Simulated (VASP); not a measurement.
Write the native input for VASP 6.6.1 that does the following.

| Property | Result |
| --- | --- |
| Task | single point |
| Functional | PBE |
| Potentials or basis | VASP PAW PBE potentials, release 64 (Si, O) |
| Cutoff | 600 eV |
| k mesh | 6 × 6 × 4 |
| Occupations | gaussian, width 0.1 eV |
| Spin | no spin polarisation |
| Dipole correction | no |
| Further INCAR settings | ALGO = Normal; EDIFF = 1e-06; NBANDS = 20 |

The structure of Si3O2 lies in POSCAR:

```
Si3O2
1.0
    3.5134382454      0.0000000000      0.0000000000
   -1.7567191227      3.0427267751      0.0000000000
    0.0000000000      0.0000000000      5.4663391990
Si O
3 2
Direct
    0.0000000000      0.0000000000      0.0000000000
    0.3333333333      0.6666666667      0.6450000000
    0.6666666667      0.3333333333      0.3550000000
    0.3333333333      0.6666666667      0.2450000000
    0.6666666667      0.3333333333      0.7550000000
```

One way to write it, as run:

INCAR

```
PREC     = Accurate       # precision mode
ENCUT    = 600            # plane-wave cutoff, eV
EDIFF    = 1E-6           # SCF threshold, eV
ISMEAR   = 0              # smearing method
SIGMA    = 0.1            # smearing width, eV
LREAL    = False          # projectors in reciprocal space
LASPH    = True           # aspherical terms in the spheres
NELM     = 120            # most SCF steps
ALGO     = Normal         # electronic algorithm
ISIF     = 2              # what is computed and relaxed
LWAVE    = False          # write WAVECAR
LCHARG   = False          # write CHGCAR
GGA      = PE             # functional
NBANDS   = 20             # bands
GGA_COMPAT= False
```

KPOINTS

```
Automatic mesh
0
Gamma
  6 6 4
```

Potentials or basis: VASP PAW PBE potentials, release 64 (Si, O).

Command:

```console
$ cat potpaw_PBE.64/Si/POTCAR potpaw_PBE.64/O/POTCAR > POTCAR
$ mpirun -np 1 vasp_std > vasp.out
```

Results of the run:

```json
{
  "Pressure": "24.6 GPa",
  "Largest force": "1.879 eV/Å",
  "Band gap on the k mesh": "zero (bands 12 and 13 overlap by 0.85 eV)"
}
```

Caveat: the stress differs along the axes, from 21 to 31 GPa; forces of over 1 eV/Å act on the atoms, so gaps and moduli don't describe the material at rest.

Wall time 20 s on 1 thread of Intel(R) Xeon(R) Platinum 8488C (Sapphire Rapids), on a shared host, peak memory 0.18 GiB.
